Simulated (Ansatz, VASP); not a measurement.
# Zr7CoO16: VASP beside Ansatz

```
CELL_PARAMETERS angstrom
10.28408 0.00000 0.00000
5.14204 5.20869 0.00000
4.29560 0.00000 5.24199
ATOMIC_POSITIONS crystal
Co 0.00682 0.05056 0.16295
Zr 0.50802 0.04399 0.21546
Zr 0.94160 0.53466 0.30222
Zr 0.44145 0.54643 0.28741
Zr 0.48191 0.95592 0.79673
Zr 0.99060 0.95719 0.77753
Zr 0.55941 0.44908 0.71084
Zr 0.04998 0.46977 0.71099
O 0.71529 0.31306 0.33931
O 0.19150 0.32740 0.35504
O 0.98780 0.83227 0.13956
O 0.48686 0.81888 0.14735
O 0.80427 0.68300 0.64845
O 0.31220 0.66890 0.64090
O 0.51226 0.17715 0.85734
O 0.03507 0.16317 0.83766
O 0.60493 0.76329 0.47854
O 0.10391 0.76873 0.47308
O 0.12044 0.24089 0.04188
O 0.63559 0.24545 0.03231
O 0.87756 0.27340 0.55502
O 0.38364 0.25120 0.53253
O 0.37613 0.72818 0.97441
O 0.87277 0.73745 0.98249
```

Alike in both runs: task single point; functional PBEsol; k mesh 3 × 3 × 3; occupations gaussian, width 0.05 eV; collinear spin; Hubbard terms Co d U = 4.0 eV.

|  | VASP | Ansatz |
| --- | --- | --- |
| version | VASP 6.6.1 | Ansatz 0.2.0 |
| potentials or method | VASP PAW PBE potentials, release 64 (Co, Zr_sv, O), cutoff 600 eV | scalar-relativistic, plane waves, PAW |
| valence electrons in the cell | 189 | 197 |

```tsv
	VASP	Ansatz	Ansatz less VASP
gap on the k mesh at the Fermi level (eV)	0.52	0.40	-0.125
least direct gap on the mesh (eV)	0.57	0.40	-0.174
pressure (GPa)	-3.0	-3.4	-0.43
traceless stress, the component that is largest in VASP (GPa)	1.84	1.50	-0.346
rms of the force components (eV/Å)	0.140	0.011	-0.1291
net moment per atom (μB)	0.21	0.13	-0.083
size of the moment on the site where the two differ most (μB)	3.23	2.33	-0.902
```

VASP's potentials were made for PBE, not for PBEsol. Site moments also hang on the region over which each program counts them. The programs project onto different local orbitals, so the same U acts differently, and such runs can settle in different states. Atom by atom the forces differ by 0.136 eV/Å (rms over components). VASP's potentials hold 189 valence electrons a cell and Ansatz's 197, so a difference there can come from the potentials and not from the codes. Ansatz's warnings: specified occupation not kept.
